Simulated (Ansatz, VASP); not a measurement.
## One calculation of GeSb4Te7, two programs

The input INCAR:

```
PREC = Accurate
ENCUT = 520
EDIFF = 1E-6
ISMEAR = -1
SIGMA = 0.05
LREAL = False
LASPH = True
NELM = 60
ALGO = Normal
ISIF = 2
LWAVE = False
LCHARG = False
GGA = PS
NBANDS = 50
```

KPOINTS

```
regular mesh
0
Gamma
  7 7 2
```

File POSCAR:

```
GeSb4Te7
1.0
    4.2893002584      0.0000000000      0.0000000000
   -2.1446501292      3.7146429882      0.0000000000
    0.0000000000      0.0000000000     24.6377784500
Te Sb Ge
7 4 1
Direct
   -0.0009370000      0.0022270000      0.2794040000
    0.0022810000      0.0013270000     -0.0020420000
    0.3260510000      0.6665910000      0.5655760000
    0.6727560000      0.3365400000      0.4307610000
    0.0057840000      0.0114090000      0.7193680000
    0.6804390000      0.3389800000      0.1502260000
    0.3296810000      0.6555820000      0.8488160000
    0.6618420000      0.3353990000      0.6520680000
    0.3446920000      0.6695320000      0.0817850000
    0.3354740000      0.6693770000      0.3484840000
    0.6595700000      0.3379640000      0.9177010000
    0.0056680000     -0.0120470000      0.5001870000
```

The input input.yaml:

```yaml
crystal:
  lattice:
    - [4.2893002584, 0.0, 0.0]
    - [-2.1446501292, 3.7146429882, 0.0]
    - [0.0, 0.0, 24.63777845]
  atoms:
    - { symbol: Te, position: [-0.000937, 0.002227, 0.279404] }
    - { symbol: Te, position: [0.002281, 0.001327, -0.002042] }
    - { symbol: Te, position: [0.326051, 0.666591, 0.565576] }
    - { symbol: Te, position: [0.672756, 0.33654, 0.430761] }
    - { symbol: Te, position: [0.005784, 0.011409, 0.719368] }
    - { symbol: Te, position: [0.680439, 0.33898, 0.150226] }
    - { symbol: Te, position: [0.329681, 0.655582, 0.848816] }
    - { symbol: Sb, position: [0.661842, 0.335399, 0.652068] }
    - { symbol: Sb, position: [0.344692, 0.669532, 0.081785] }
    - { symbol: Sb, position: [0.335474, 0.669377, 0.348484] }
    - { symbol: Sb, position: [0.65957, 0.337964, 0.917701] }
    - { symbol: Ge, position: [0.005668, -0.012047, 0.500187] }
hamiltonian:
  xc: pbesol
  pseudopotentials: { kind: paw }
kpoints:
  mp_grid: { grid: [7, 7, 2] }
scf:
  occupations: { method: fermi_dirac, width: 0.05 }
output:
  forces: true
  stress: true
  eigenvalues: true
```

Change from the starting cell: atoms moved at random, drawn with an rms of 0.05 Å.

Alike in both runs: task single point; functional PBEsol; k mesh 7 × 7 × 2; occupations fermi-dirac, width 0.05 eV; no spin polarisation.

|  | VASP | Ansatz |
| --- | --- | --- |
| version | VASP 6.6.1 | Ansatz 0.2.0 |
| potentials or method | VASP PAW PBE potentials, release 64 (Te, Sb, Ge_d) | Ansatz PAW |
| plane-wave cutoff (eV) | 520 | 420 |
| valence electrons in the cell | 76 | 186 |

Ansatz gave:

* gap on the k mesh at the Fermi level (eV): 0.39
* least direct gap on the mesh (eV): 0.39
* pressure (GPa): -1.7
* traceless stress, the component that is largest in VASP (GPa): -0.34
* rms of the force components (eV/Å): 0.142

**Question.** Estimate VASP's values.

**Answer.** gap on the k mesh at the Fermi level (eV): 0.38; least direct gap on the mesh (eV): 0.38; pressure (GPa): -1.6; traceless stress, the component that is largest in VASP (GPa): -0.34; rms of the force components (eV/Å): 0.152.

VASP's potentials were made for PBE, not for PBEsol. Atom by atom the forces differ by 0.016 eV/Å (rms over components). With one functional, cell and mesh, what is left measures potentials, basis and numerics. VASP's potentials hold 76 valence electrons a cell and Ansatz's 186, so a difference there can come from the potentials and not from the codes.

Spin-orbit coupling is off throughout. Noted on Ansatz's run: odd divisions of the mesh miss points on the zone boundary, where band edges often lie, so the gap on the mesh can be too wide.
